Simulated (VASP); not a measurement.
# Pt (Im-3m) in VASP: a series of runs

Runs on Pt. Level: PBEsol. Tasks: single point.

Everything below comes from runs of VASP 6.6.1. Logs are shortened: lines on timing, memory, paths and dates and some standing lists are left out, and cuts for length are marked.

### Step 1. The cell of the first run

The structure is cubic, space group Im-3m (No. 229). Conventional cell: a = 2.991 Å, b = 2.991 Å, c = 2.991 Å, α = 90.00°, β = 90.00°, γ = 90.00°. Pt (site symmetry m-3m) has 14 Pt at 2.59 to 2.99 Å within 3.4 Å.

This isn't the form of Pt at room conditions, which is fcc.

### Step 2. Single point, PBEsol (13.37 Å³/atom)

File INCAR:

```
SYSTEM = Pt
  PREC = Accurate
  ENCUT = 520
  EDIFF = 1E-6
  ISMEAR = 0
  SIGMA = 0.15
  LREAL = .False.
  LASPH = .True.
  NELM = 100
  ALGO = Normal
  ISIF = 2
  LWAVE = .False.
  LCHARG = .False.
  GGA = PS
  NBANDS = 11
```

File KPOINTS:

```
Automatic mesh
0
Gamma
  22 22 22
  0 0 0
```

File POSCAR:

```
Pt
1.0
   -1.4953560074      1.4953560074      1.4953560074
    1.4953560074     -1.4953560074      1.4953560074
    1.4953560074      1.4953560074     -1.4953560074
Pt
1
Direct
    0.0000000000      0.0000000000      0.0000000000
```

Potentials or basis: VASP PAW PBE potentials, release 64 (Pt).

Started as:

```sh
cat potpaw_PBE.64/Pt/POTCAR > POTCAR
mpirun -np 1 vasp_std > vasp.out
```

OUTCAR:

```text
SYSTEM = Pt
   PREC = Accurate
   ENCUT = 520
   EDIFF = 1E-6
   ISMEAR = 0
   LREAL = .False.
   LASPH = .True.
   NELM = 100
   ISIF = 2
   GGA = PS

 ion  position               nearest neighbor table
   1  0.000  0.000  0.000-

  LATTYP: Found a body centered cubic cell.
 ALAT       =     2.9907120148

  Lattice vectors:

 A1 = (  -1.4953560074,   1.4953560074,   1.4953560074)
 A2 = (   1.4953560074,  -1.4953560074,   1.4953560074)
 A3 = (   1.4953560074,   1.4953560074,  -1.4953560074)

Analysis of symmetry for initial positions (statically):
=====================================================================
 Subroutine PRICEL returns:
 Original cell was already a primitive cell.

 Routine SETGRP: Setting up the symmetry group for a
 body centered cubic supercell.

 Subroutine GETGRP returns: Found 48 space group operations
 (whereof 48 operations were pure point group operations)
 out of a pool of 48 trial point group operations.

The static configuration has the point symmetry O_h .

Analysis of symmetry for dynamics (positions and initial velocities):
=====================================================================
 Subroutine PRICEL returns:
 Original cell was already a primitive cell.

 Routine SETGRP: Setting up the symmetry group for a
 body centered cubic supercell.

 Subroutine GETGRP returns: Found 48 space group operations
 (whereof 48 operations were pure point group operations)
 out of a pool of 48 trial point group operations.

The dynamic configuration has the point symmetry O_h .

 Subroutine INISYM returns: Found 48 space group operations
 (whereof 48 operations are pure point group operations),
 and found     1 'primitive' translations

----------------------------------------------------------------------------------------

                                     Primitive cell

  volume of cell :      13.3750

  direct lattice vectors                    reciprocal lattice vectors
    -1.495356007  1.495356007  1.495356007     0.000000000  0.334368537  0.334368537
     1.495356007 -1.495356007  1.495356007     0.334368537  0.000000000  0.334368537
     1.495356007  1.495356007 -1.495356007     0.334368537  0.334368537  0.000000000

  length of vectors
     2.590032580  2.590032580  2.590032580     0.472868519  0.472868519  0.472868519

  position of ions in fractional coordinates (direct lattice)
     0.000000000  0.000000000  0.000000000

  ion indices of the primitive-cell ions
   primitive index   ion index
                 1           1

----------------------------------------------------------------------------------------

 KPOINTS: Automatic mesh

Automatic generation of k-mesh.
 Grid dimensions read from file:
 generate k-points for:   22   22   22

 Generating k-lattice:

  Cartesian coordinates                     Fractional coordinates (reciprocal lattice)
     0.000000000  0.015198570  0.015198570     0.045454545  0.000000000  0.000000000
     0.015198570  0.000000000  0.015198570     0.000000000  0.045454545  0.000000000
     0.015198570  0.015198570  0.000000000     0.000000000  0.000000000  0.045454545

  Length of vectors
     0.021494024  0.021494024  0.021494024

  Shift w.r.t. Gamma in fractional coordinates (k-lattice)
     0.000000000  0.000000000  0.000000000

 Subroutine IBZKPT returns following result:
 ===========================================

 Found    328 irreducible k-points:

 Following reciprocal coordinates:
            Coordinates               Weight
  0.000000  0.000000  0.000000      1.000000
  0.045455  0.000000  0.000000     12.000000
  0.090909  0.000000  0.000000     12.000000
  0.136364  0.000000  0.000000     12.000000
  0.181818  0.000000  0.000000     12.000000
  0.227273  0.000000  0.000000     12.000000
[... 16 lines left out ...]
  0.090909  0.090909  0.000000     24.000000
  0.136364  0.090909  0.000000     48.000000
 [... further k-points ...]
   k-points           NKPTS =    328   k-points in BZ     NKDIM =    328   number of bands    NBANDS=     11
   number of dos      NEDOS =    301   number of ions     NIONS =      1
   total plane-waves  NPLWV =   8000
   dimension x,y,z NGX =    20 NGY =   20 NGZ =   20
   dimension x,y,z NGXF=    40 NGYF=   40 NGZF=   40
   ions per type =               1
   NGX,Y,Z   is equivalent  to a cutoff of  12.84, 12.84, 12.84 a.u.
   NGXF,Y,Z  is equivalent  to a cutoff of  25.67, 25.67, 25.67 a.u.
 SYSTEM =  Pt
   PREC   = accura    normal or accurate (medium, high low for compatibility)
   ISTART =      0    job   : 0-new  1-cont  2-samecut
   ICHARG =      2    charge: 1-file 2-atom 10-const
   ISPIN  =      1    spin polarized calculation?
   LNONCOLLINEAR =      F non collinear calculations
   LSORBIT =      F    spin-orbit coupling
   LASPH  =      T    aspherical Exc in radial PAW
   ENCUT  =  520.0 eV  38.22 Ry    6.18 a.u.   4.82  4.82  4.82*2*pi/ulx,y,z
   NELM   =    100;   NELMIN=  2; NELMDL= -5     # of ELM steps
   EDIFF  = 0.1E-05   stopping-criterion for ELM
   LREAL  =      F    real-space projection
   EDIFFG = 0.1E-04   stopping-criterion for IOM
   NSW    =      0    number of steps for IOM
   IBRION =     -1    ionic relax: 0-MD 1-quasi-New 2-CG
   NFREE  =      0    steps in history (QN), initial steepest desc. (CG)
   ISIF   =      2    stress and relaxation
   ISYM   =      2    0-nonsym 1-usesym 2-fastsym
   POTIM  = 0.5000    time-step for ionic-motion
   TEBEG  =    0.0;   TEEND  =   0.0 temperature during run
   PSTRESS=    0.0 pullay stress
   NELECT =      10.0000    total number of electrons
   NUPDOWN=      -1.0000    fix difference up-down
   EMIN   =  10.00;   EMAX   =-10.00  energy-range for DOS
   EFERMI =   0.00;   METHOD = LEGACY
   ISMEAR =     0;   SIGMA  =   0.15  broadening in eV -4-tet -1-fermi 0-gaus
   EFERMI_NEDOS =   21; number of points for ismear=-14 and -15
   IALGO  =     38    algorithm
   IMIX   =      4    mixing-type and parameters
     AMIX     =   0.40;   BMIX     =  1.00
     AMIX_MAG =   1.60;   BMIX_MAG =  1.00
  volume/ion in A,a.u.               =      13.37        90.26
  Fermi-wavevector in a.u.,A,eV,Ry     =   1.485857  2.807862 30.038533  2.207770
  Thomas-Fermi vector in A             =   2.599216
   LORBIT       =      0    0 simple, 1 ext, 2 COOP (PROOUT), +10 PAW based schemes
   GGA     = PS    functional components
   LHFCALC =     F    Hartree Fock is set to
   AEXX    =    0.0000 exact exchange contribution
   IVDW    =     0    specifies the selected vdW correction
   LEPSILON=     F    determine dielectric tensor
   LRPA    =     F    only Hartree local field effects (RPA)
 non-spin polarized calculation
 Gauss-broadening in eV      SIGMA  =   0.15
  energy-cutoff  :      520.00
  volume of cell :       13.37
 maximum number of plane-waves:       371
   NGX =  9   NGY =  9   NGZ =  9

 number of electron      10.0000000 magnetization

 number of electron       9.9999998 magnetization

 Free energy of the ion-electron system (eV)
  ---------------------------------------------------
  ext. energy  EPLUGINS =         0.00000000
  ---------------------------------------------------
  free energy    TOTEN  =        -6.60781679 eV

  energy without entropy =       -6.59780730  energy(sigma->0) =       -6.60281205

 E-fermi :  13.2314     XC(G=0): -14.3393

 val. band max:       13.2304898392   @ k =  -0.3636   0.5000   0.1364
 cond. band min:      13.2318671998   @ k =  -0.3636   0.4091   0.1818
 fundamental gap:      0.0013773606
 Fermi energy:        13.2314336513

 k-point     1 :       0.0000    0.0000    0.0000
  band No.  band energies     occupation
      1       1.8530      2.00000
      2       8.7665      2.00000
      3       8.7665      2.00000
      4       8.7665      2.00000
      5      11.9619      2.00000
      6      11.9620      2.00000
      7      30.1720      0.00000
      8      30.1720      0.00000
      9      30.1720      0.00000
     10      42.4569      0.00000
     11      42.4569      0.00000

 k-point     2 :       0.0455    0.0000    0.0000
  band No.  band energies     occupation
      1       1.9531      2.00000
      2       8.7215      2.00000
      3       8.7652      2.00000
      4       8.8527      2.00000
      5      11.8982      2.00000
      6      11.9645      2.00000
      7      30.2351      0.00000
      8      30.3173      0.00000
      9      30.3282      0.00000
     10      41.0752      0.00000
     11      41.7853      0.00000

 k-point     3 :       0.0909    0.0000    0.0000
  band No.  band energies     occupation
      1       2.2468      2.00000
      2       8.5925      2.00000
      3       8.7559      2.00000
      4       9.1089      2.00000
      5      11.7354      2.00000
      6      11.9735      2.00000
      7      30.3896      0.00000
      8      30.6854      0.00000
      9      30.7896      0.00000
     10      39.3732      0.00000
     11      40.3940      0.00000

 k-point     4 :       0.1364    0.0000    0.0000
  band No.  band energies     occupation
      1       2.7127      2.00000
      2       8.3954      2.00000
      3       8.7285      2.00000
      4       9.5279      2.00000
      5      11.5455      2.00000
      6      11.9923      2.00000
      7      30.5173      0.00000
      8      31.0483      0.00000
      9      31.5353      0.00000
     10      38.0326      0.00000
     11      38.9131      0.00000
[... 239 lines left out ...]
 k-point    22 :       0.4545    0.0455    0.0000
  band No.  band energies     occupation
      1       4.9682      2.00000
      2       6.9341      2.00000
      3      11.7052      2.00000
      4      12.0072      2.00000
      5      13.0250      1.94843
      6      15.0282      0.00000
      7      21.2130      0.00000
      8      26.5183      0.00000
      9      30.4226      0.00000
     10      38.1243      0.00000
     11      40.6950      0.00000

 k-point    23 :       0.0909    0.0909    0.0000
  band No.  band energies     occupation
      1       2.9843      2.00000
      2       8.3927      2.00000
      3       8.5365      2.00000
      4       9.8478      2.00000
      5      11.4045      2.00000
      6      12.0581      2.00000
      7      30.7356      0.00000
      8      31.2761      0.00000
      9      31.5650      0.00000
     10      36.9522      0.00000
     11      39.5013      0.00000

 k-point    24 :       0.1364    0.0909    0.0000
  band No.  band energies     occupation
      1       3.5672      2.00000
      2       8.1853      2.00000
      3       8.4322      2.00000
      4      10.4618      2.00000
      5      11.2578      2.00000
      6      12.1325      2.00000
      7      30.7019      0.00000
      8      30.9776      0.00000
      9      32.2432      0.00000
     10      36.3379      0.00000
     11      38.0084      0.00000

 [... further k-points ...]

------------------------ aborting loop because EDIFF is reached ----------------------------------------

  FORCE on cell =-STRESS in cart. coord.  units (eV):
  Direction    XX          YY          ZZ          XY          YZ          ZX
  --------------------------------------------------------------------------------------
  -------------------------------------------------------------------------------------
  Total        4.1475223      4.1475223      4.1475223     -0.0000000      0.0000000     -0.0000000
  in kB      496.8273855    496.8273855    496.8273855     -0.0000000      0.0000000     -0.0000000
  external PRESSURE =     496.8273855 kB  Pullay stress =       0.0000000 kB

 VOLUME and BASIS-vectors are now :
 -----------------------------------------------------------------------------
  energy-cutoff  :      520.00
  volume of cell :       13.37
      direct lattice vectors                 reciprocal lattice vectors
    -1.495356007  1.495356007  1.495356007     0.000000000  0.334368537  0.334368537
     1.495356007 -1.495356007  1.495356007     0.334368537  0.000000000  0.334368537
     1.495356007  1.495356007 -1.495356007     0.334368537  0.334368537  0.000000000

 POSITION                                       TOTAL-FORCE (eV/Angst)
 -----------------------------------------------------------------------------------
      0.00000      0.00000      0.00000        -0.000000      0.000000     -0.000000
 -----------------------------------------------------------------------------------
    total drift:                                0.000000     -0.000000      0.000000

  FREE ENERGIE OF THE ION-ELECTRON SYSTEM (eV)
  ---------------------------------------------------
  free  energy   TOTEN  =        -6.6078167930 eV

  energy  without entropy=       -6.5978072974  energy(sigma->0) =       -6.60281205
```

Run time: 58 s. Hardware: 1 thread of Intel Xeon 8259CL, shared host; peak memory 0.17 GiB.

What came out:

| Property | Result |
| --- | --- |
| Free energy | -6.6078 eV |
| Pressure | 49.7 GPa |
| Band gap on the k mesh | zero (bands 5 and 6 overlap by 2.92 eV) |

Levels at points of the mesh, in eV from the Fermi level:
```csv
k point,band 2,band 3,band 4,band 5,band 6,band 7,band 8,band 9
"(0.00, 0.00, 0.00)",-4.46,-4.46,-4.46,-1.27,-1.27,16.94,16.94,16.94
"(0.50, 0.00, 0.00)",-6.33,-1.46,-0.78,-0.29,1.51,7.90,13.17,17.31
"(0.50, 0.50, 0.50)",-7.91,0.79,0.79,0.79,8.04,8.04,8.04,15.36
```

Caveat: the cell stands under pressure; the PAW data sets were made with another functional, which shifts forces and pressure a little; spin-orbit coupling is left out, which moves the levels of the heavy elements.

### Step 3. Single point, PBEsol (13.98 Å³/atom)

This run uses another cell than the first one, of 13.98 Å³/atom.

File INCAR:

```
SYSTEM = Pt
PREC = Accurate
ENCUT = 520
EDIFF = 1E-6
ISMEAR = 0
SIGMA = 0.15
LREAL = .False.
LASPH = .True.
NELM = 60
ALGO = Normal
ISIF = 2
LWAVE = .False.
LCHARG = .True.
GGA = PS
LELF = .True.
LVHAR = .True.
NBANDS = 11
```

File KPOINTS:

```
regular mesh
0
Gamma
  22 22 22
  0 0 0
```

File POSCAR:

```
Pt
1.0
   -1.5176796893      1.5176796893      1.5176796893
    1.5176796893     -1.5176796893      1.5176796893
    1.5176796893      1.5176796893     -1.5176796893
Pt
1
Direct
    0.0000000000      0.0000000000      0.0000000000
```

Potentials or basis: VASP PAW PBE potentials, release 64 (Pt).

Started as:

```sh
cat potpaw_PBE.64/Pt/POTCAR > POTCAR
mpirun -np 1 vasp_std > vasp.out
```

It took 72 s on 1 thread of Intel Xeon 8259CL, shared host; peak memory 0.17 GiB.

The run converged. Its results:

- Free energy: -6.7554 eV
- Pressure: 28.7 GPa
- Band gap on the k mesh: zero (bands 5 and 6 overlap by 2.68 eV)

Levels at points of the mesh, in eV from the Fermi level:
```csv
k point,band 1,band 2,band 3,band 4,band 5,band 6,band 7,band 8,band 9,band 10
"(0.00, 0.00, 0.00)",-10.86,-4.17,-4.17,-4.17,-1.17,-1.17,17.02,17.02,17.02,28.65
"(0.50, 0.00, 0.00)",-7.83,-5.91,-1.36,-0.74,-0.16,1.38,7.43,13.22,16.90,24.67
"(0.50, 0.50, 0.50)",-7.37,-7.37,0.72,0.72,0.72,7.93,7.93,7.93,14.63,20.91
```

Caveat: the cell stands under pressure; the PAW data sets were made with another functional, which shifts forces and pressure a little; spin-orbit coupling is left out, which moves the levels of the heavy elements.

(Continued in part 2 of 2.)
